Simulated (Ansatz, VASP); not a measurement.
One calculation of BiF3, two programs

```xyz
4
Lattice="11.6100 0.0000 0.0000 0.0000 12.0200 0.0000 0.0000 0.0000 10.0300" Properties=species:S:1:pos:R:3 pbc="T T T"
Bi    5.3707    6.0081    5.5283
F     7.1121    6.0081    4.5000
F     4.5000    7.5162    4.5000
F     4.5000    4.5000    4.5000
```

Alike in both runs: task single point; functional PBE; k mesh 1 × 1 × 1; occupations gaussian, width 0.01 eV; no spin polarisation.

|  | VASP | Ansatz |
| --- | --- | --- |
| version | VASP 6.6.1 | Ansatz 0.2.0 |
| potentials or method | VASP PAW PBE potentials, release 64 (Bi_d, F), cutoff 520 eV | scalar-relativistic, plane waves, PAW |
| valence electrons in the cell | 36 | 36 |

```tsv
	VASP	Ansatz	Ansatz less VASP
gap on the k mesh at the Fermi level (eV)	6.02	6.04	+0.016
rms of the force components (eV/Å)	0.072	0.027	-0.0444
```

Atom by atom the forces differ by 0.087 eV/Å (rms over components).

Neither program's run includes spin-orbit coupling.
